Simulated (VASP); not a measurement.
# Mg (P6_3/mmc) in VASP: a series of runs, part 2 of 2

VASP 6.6.1.

**6. Single point, PBEsol (24.74 Å³/atom)**

This run uses another cell than the first one, of 24.74 Å³/atom.

Contents of INCAR:

```
PREC = Accurate
ENCUT = 520
EDIFF = 1E-6
ISMEAR = 0
SIGMA = 0.1
LREAL = False
LASPH = True
NELM = 100
ALGO = Normal
ISIF = 2
LWAVE = False
LCHARG = False
GGA = PS
NBANDS = 9
```

Contents of KPOINTS:

```
Automatic mesh
0
Gamma
  18 18 8
```

Contents of POSCAR:

```
Mg
1.0
    3.2900718482      0.0000000000      0.0000000000
   -1.6450359241      2.8492858008      0.0000000000
    0.0000000000      0.0000000000      5.2786609804
Mg
2
Direct
    0.3333333333      0.6666666667      0.2500000000
    0.6666666667      0.3333333333      0.7500000000
```

Potentials or basis: VASP PAW PBE potentials, release 64 (Mg).

Launch:

```console
$ cat potpaw_PBE.64/Mg/POTCAR > POTCAR
$ mpirun -np 1 vasp_std > vasp.out
```

OUTCAR:

```text
PREC = Accurate
   ENCUT = 520
   EDIFF = 1E-6
   ISMEAR = 0
   LREAL = False
   LASPH = True
   NELM = 100
   ISIF = 2
   GGA = PS

 ion  position               nearest neighbor table
   1  0.333  0.667  0.250-   2 3.25   2 3.25   2 3.25   2 3.25   2 3.25   2 3.25
   2  0.667  0.333  0.750-   1 3.25   1 3.25   1 3.25   1 3.25   1 3.25   1 3.25

  LATTYP: Found a hexagonal cell.
 ALAT       =     3.2900718482
 C/A-ratio  =     1.6044211871

  Lattice vectors:

 A1 = (   3.2900718482,   0.0000000000,   0.0000000000)
 A2 = (  -1.6450359241,   2.8492858008,   0.0000000000)
 A3 = (   0.0000000000,   0.0000000000,   5.2786609804)

Analysis of symmetry for initial positions (statically):
=====================================================================
 Subroutine PRICEL returns:
 Original cell was already a primitive cell.

 Routine SETGRP: Setting up the symmetry group for a
 hexagonal supercell.

 Subroutine GETGRP returns: Found 24 space group operations
 (whereof 12 operations were pure point group operations)
 out of a pool of 24 trial point group operations.

The static configuration has the point symmetry D_3d.
 The point group associated with its full space group is D_6h.

Analysis of symmetry for dynamics (positions and initial velocities):
=====================================================================
 Subroutine PRICEL returns:
 Original cell was already a primitive cell.

 Routine SETGRP: Setting up the symmetry group for a
 hexagonal supercell.

 Subroutine GETGRP returns: Found 24 space group operations
 (whereof 12 operations were pure point group operations)
 out of a pool of 24 trial point group operations.

The dynamic configuration has the point symmetry D_3d.
 The point group associated with its full space group is D_6h.

 Subroutine INISYM returns: Found 24 space group operations
 (whereof 12 operations are pure point group operations),
 and found     1 'primitive' translations

----------------------------------------------------------------------------------------

                                     Primitive cell

  volume of cell :      49.4840

  direct lattice vectors                    reciprocal lattice vectors
     3.290071848  0.000000000  0.000000000     0.303944730  0.175482572  0.000000000
    -1.645035924  2.849285801  0.000000000     0.000000000  0.350965144  0.000000000
     0.000000000  0.000000000  5.278660980     0.000000000  0.000000000  0.189441982

  length of vectors
     3.290071848  3.290071848  5.278660980     0.350965144  0.350965144  0.189441982

  position of ions in fractional coordinates (direct lattice)
     0.333333333  0.666666667  0.250000000
     0.666666667  0.333333333  0.750000000

  ion indices of the primitive-cell ions
   primitive index   ion index
                 1           1
                 2           2

----------------------------------------------------------------------------------------

 KPOINTS: Automatic mesh

Automatic generation of k-mesh.
 Grid dimensions read from file:
 generate k-points for:   18   18    8

 Generating k-lattice:

  Cartesian coordinates                     Fractional coordinates (reciprocal lattice)
     0.016885818  0.009749032  0.000000000     0.055555556 -0.000000000  0.000000000
     0.000000000  0.019498064  0.000000000     0.000000000  0.055555556  0.000000000
     0.000000000  0.000000000  0.023680248     0.000000000  0.000000000  0.125000000

  Length of vectors
     0.019498064  0.019498064  0.023680248

  Shift w.r.t. Gamma in fractional coordinates (k-lattice)
     0.000000000  0.000000000  0.000000000

 Subroutine IBZKPT returns following result:
 ===========================================

 Found    185 irreducible k-points:

 Following reciprocal coordinates:
            Coordinates               Weight
  0.000000  0.000000  0.000000      1.000000
  0.055556  0.000000  0.000000      6.000000
  0.111111  0.000000  0.000000      6.000000
  0.166667  0.000000  0.000000      6.000000
  0.222222  0.000000  0.000000      6.000000
  0.277778  0.000000  0.000000      6.000000
[... 16 lines left out ...]
  0.333333  0.111111  0.000000     12.000000
  0.388889  0.111111  0.000000     12.000000
 [... further k-points ...]
   k-points           NKPTS =    185   k-points in BZ     NKDIM =    185   number of bands    NBANDS=      9
   number of dos      NEDOS =    301   number of ions     NIONS =      2
   total plane-waves  NPLWV =  23040
   dimension x,y,z NGX =    24 NGY =   24 NGZ =   40
   dimension x,y,z NGXF=    48 NGYF=   48 NGZF=   80
   ions per type =               2
   NGX,Y,Z   is equivalent  to a cutoff of  12.13, 12.13, 12.60 a.u.
   NGXF,Y,Z  is equivalent  to a cutoff of  24.25, 24.25, 25.20 a.u.
 SYSTEM =  unknown system
   PREC   = accura    normal or accurate (medium, high low for compatibility)
   ISTART =      0    job   : 0-new  1-cont  2-samecut
   ICHARG =      2    charge: 1-file 2-atom 10-const
   ISPIN  =      1    spin polarized calculation?
   LNONCOLLINEAR =      F non collinear calculations
   LSORBIT =      F    spin-orbit coupling
   LASPH  =      T    aspherical Exc in radial PAW
   ENCUT  =  520.0 eV  38.22 Ry    6.18 a.u.   6.12  6.12  9.81*2*pi/ulx,y,z
   NELM   =    100;   NELMIN=  2; NELMDL= -5     # of ELM steps
   EDIFF  = 0.1E-05   stopping-criterion for ELM
   LREAL  =      F    real-space projection
   EDIFFG = 0.1E-04   stopping-criterion for IOM
   NSW    =      0    number of steps for IOM
   IBRION =     -1    ionic relax: 0-MD 1-quasi-New 2-CG
   NFREE  =      0    steps in history (QN), initial steepest desc. (CG)
   ISIF   =      2    stress and relaxation
   ISYM   =      2    0-nonsym 1-usesym 2-fastsym
   POTIM  = 0.5000    time-step for ionic-motion
   TEBEG  =    0.0;   TEEND  =   0.0 temperature during run
   PSTRESS=    0.0 pullay stress
   NELECT =       4.0000    total number of electrons
   NUPDOWN=      -1.0000    fix difference up-down
   EMIN   =  10.00;   EMAX   =-10.00  energy-range for DOS
   EFERMI =   0.00;   METHOD = LEGACY
   ISMEAR =     0;   SIGMA  =   0.10  broadening in eV -4-tet -1-fermi 0-gaus
   EFERMI_NEDOS =   21; number of points for ismear=-14 and -15
   IALGO  =     38    algorithm
   IMIX   =      4    mixing-type and parameters
     AMIX     =   0.40;   BMIX     =  1.00
     AMIX_MAG =   1.60;   BMIX_MAG =  1.00
  volume/ion in A,a.u.               =      24.74       166.97
  Fermi-wavevector in a.u.,A,eV,Ry     =   0.707848  1.337638  6.817175  0.501048
  Thomas-Fermi vector in A             =   1.794006
   LORBIT       =      0    0 simple, 1 ext, 2 COOP (PROOUT), +10 PAW based schemes
   GGA     = PS    functional components
   LHFCALC =     F    Hartree Fock is set to
   AEXX    =    0.0000 exact exchange contribution
   IVDW    =     0    specifies the selected vdW correction
   LEPSILON=     F    determine dielectric tensor
   LRPA    =     F    only Hartree local field effects (RPA)
 non-spin polarized calculation
 Gauss-broadening in eV      SIGMA  =   0.10
  energy-cutoff  :      520.00
  volume of cell :       49.48
 maximum number of plane-waves:      1362
   NGX = 13   NGY = 13   NGZ = 19

 number of electron       4.0000000 magnetization

 Free energy of the ion-electron system (eV)
  ---------------------------------------------------
  ext. energy  EPLUGINS =         0.00000000
  ---------------------------------------------------
  free energy    TOTEN  =        -3.40474520 eV

  energy without entropy =       -3.39961485  energy(sigma->0) =       -3.40218002

 E-fermi :   2.2249     XC(G=0):  -8.3021

 val. band max:        2.2237947282   @ k =   0.2222   0.0556   0.0000
 cond. band min:       2.2350235348   @ k =   0.3889   0.0000   0.0000
 fundamental gap:      0.0112288066
 Fermi energy:         2.2248686474

 k-point     1 :       0.0000    0.0000    0.0000
  band No.  band energies     occupation
      1      -4.3969      2.00000
      2       0.7097      2.00000
      3       1.0808      2.00000
      4      12.5372      0.00000
      5      12.5372      0.00000
      6      12.5947      0.00000
      7      12.5947      0.00000
      8      13.6602      0.00000
      9      14.8487      0.00000
[... 265 lines left out ...]
 k-point    24 :       0.3889    0.1111    0.0000
  band No.  band energies     occupation
      1      -0.6268      2.00000
      2       1.3275      2.00000
      3       4.2331      0.00000
      4       4.7566      0.00000
      5       6.0069      0.00000
      6       6.1931      0.00000
      7       7.3930      0.00000
      8      10.9934      0.00000
      9      11.6884      0.00000

 [... further k-points ...]

------------------------ aborting loop because EDIFF is reached ----------------------------------------

  FORCE on cell =-STRESS in cart. coord.  units (eV):
  Direction    XX          YY          ZZ          XY          YZ          ZX
  --------------------------------------------------------------------------------------
  -------------------------------------------------------------------------------------
  Total       -0.9151342     -0.9151342     -0.9476916      0.0000000     -0.0000000      0.0000000
  in kB      -29.6299004    -29.6299004    -30.6840321      0.0000000     -0.0000000      0.0000000
  external PRESSURE =     -29.9812776 kB  Pullay stress =       0.0000000 kB

 VOLUME and BASIS-vectors are now :
 -----------------------------------------------------------------------------
  energy-cutoff  :      520.00
  volume of cell :       49.48
      direct lattice vectors                 reciprocal lattice vectors
     3.290071848  0.000000000  0.000000000     0.303944730  0.175482572  0.000000000
    -1.645035924  2.849285801  0.000000000     0.000000000  0.350965144  0.000000000
     0.000000000  0.000000000  5.278660980     0.000000000  0.000000000  0.189441982

 POSITION                                       TOTAL-FORCE (eV/Angst)
 -----------------------------------------------------------------------------------
     -0.00000      1.89952      1.31967         0.000000      0.000000      0.000000
      1.64504      0.94976      3.95900        -0.000000     -0.000000      0.000000
 -----------------------------------------------------------------------------------
    total drift:                                0.000000     -0.000000      0.000000

  FREE ENERGIE OF THE ION-ELECTRON SYSTEM (eV)
  ---------------------------------------------------
  free  energy   TOTEN  =        -3.4047451960 eV

  energy  without entropy=       -3.3996148529  energy(sigma->0) =       -3.40218002
```

OSZICAR:

```text
N       E                     dE             d eps       ncg     rms          rms(c)
DAV:   1    -0.794960303615E+00   -0.79496E+00   -0.12456E+03  3330   0.309E+02
DAV:   2    -0.338492384861E+01   -0.25900E+01   -0.25263E+01  4496   0.264E+01
DAV:   3    -0.342532887249E+01   -0.40405E-01   -0.40081E-01  4346   0.269E+00
DAV:   4    -0.342544911658E+01   -0.12024E-03   -0.12023E-03  4274   0.147E-01
DAV:   5    -0.342544963600E+01   -0.51942E-06   -0.51940E-06  4226   0.912E-03    0.981E-01
DAV:   6    -0.341480130155E+01    0.10648E-01   -0.82720E-04  3857   0.181E-01    0.626E-01
DAV:   7    -0.340473989451E+01    0.10061E-01   -0.34532E-03  3573   0.332E-01    0.336E-02
DAV:   8    -0.340474597667E+01   -0.60822E-05   -0.23503E-05  4618   0.301E-02    0.672E-03
DAV:   9    -0.340474519604E+01    0.78064E-06   -0.10560E-06  3740   0.418E-03
   1 F= -.34047452E+01 E0= -.34021800E+01  d E =-.513034E-02
```

stdout:

```text
POSCAR found type information on POSCAR Mg
 POSCAR found :  1 types and       2 ions
 scaLAPACK will be used
 -----------------------------------------------------------------------------
|                                                                             |
|                                                                             |
|     You enforced a specific xc type in the INCAR file but a different       |
|     I HOPE YOU KNOW WHAT YOU ARE DOING!                                     |
|                                                                             |
 -----------------------------------------------------------------------------

 LDA part: xc-table for (Slater+PW92), standard interpolation
 POSCAR, INCAR and KPOINTS ok, starting setup
 FFT: planning ... GRIDC
 FFT: planning ... GRID_SOFT
 FFT: planning ... GRID
 WAVECAR not read
 entering main loop
```

Wall time 42 s (1 thread of AMD EPYC 7R13 (Zen 3), shared host); peak memory 0.18 GiB.

Results:

| Item | Value |
| --- | --- |
| Free energy | -3.4047 eV |
| Pressure | -3.0 GPa |
| Band gap on the k mesh | zero (bands 2 and 3 overlap by 2.16 eV) |

Caveat: the PAW data sets were made with another functional, which shifts forces and pressure a little.

**7. The runs side by side**

```tsv
cell	gap on the mesh (eV)	pressure (GPa)
a = 3.187, b = 3.187, c = 5.114 Å, angles 90.0, 90.0, 120.0°, 2 atoms	none	0.0
a = 3.209, b = 3.209, c = 5.210 Å, angles 90.0, 90.0, 120.0°, 2 atoms	none	-1.2
a = 3.219, b = 3.219, c = 5.164 Å, angles 90.0, 90.0, 120.0°, 2 atoms	none	-1.1
a = 3.250, b = 3.250, c = 5.214 Å, angles 90.0, 90.0, 120.0°, 2 atoms	none	-2.0
a = 3.290, b = 3.290, c = 5.279 Å, angles 90.0, 90.0, 120.0°, 2 atoms	none	-3.0
```

Alike in all rows: task single point; level PBEsol; potentials or basis VASP PAW PBE potentials, release 64 (Mg); no spin polarisation; k mesh 18 × 18 × 8; cutoff (eV) 520; smearing gaussian 0.1 eV.

Caveats: the PAW data sets were made with another functional, which shifts forces and pressure a little.

Total energies depend on the potentials used, so only differences within one code and one set of settings carry meaning.

The gap in the log of VASP goes by the Fermi energy; the results here count the filled bands.